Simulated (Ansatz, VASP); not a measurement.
# One calculation of Ge2N, two programs

```xyz
3
Lattice="-2.1086 2.1086 2.7017 2.1086 -2.1086 2.7017 2.1086 2.1086 -2.7017" Properties=species:S:1:pos:R:3 pbc="T T T"
Ge    2.1086    0.0000    0.0000
Ge    0.0000    2.1086    0.0000
N     0.0000    0.0000    2.7017
```

Alike in both runs: task single point; functional PBE-based screened hybrid with a share of 0.25 of exact exchange and HFSCREEN = 0.1; k mesh 5 × 5 × 5; occupations fermi-dirac, width 0.05 eV; no spin polarisation.

```csv
,VASP,Ansatz
version,VASP 6.6.1,Ansatz 0.2.0
potentials or method,"VASP PAW PBE potentials, release 64 (Ge_d, N)",Ansatz PAW
plane-wave cutoff (eV),520,420
valence electrons in the cell,33,33
```

|  | VASP | Ansatz | Ansatz less VASP |
| --- | --- | --- | --- |
| gap on the k mesh at the Fermi level (eV) | none | none | - |
| pressure (GPa) | -6.1 | -6.0 | +0.14 |
| traceless stress, the component that is largest in VASP (GPa) | 0.61 | 0.53 | -0.076 |

VASP's potentials were made for PBE, not for PBE-based screened hybrid. A gap of «none» marks a metal or a gap that the smearing closes.

The k mesh is coarse, so the values compare programs but aren't converged.
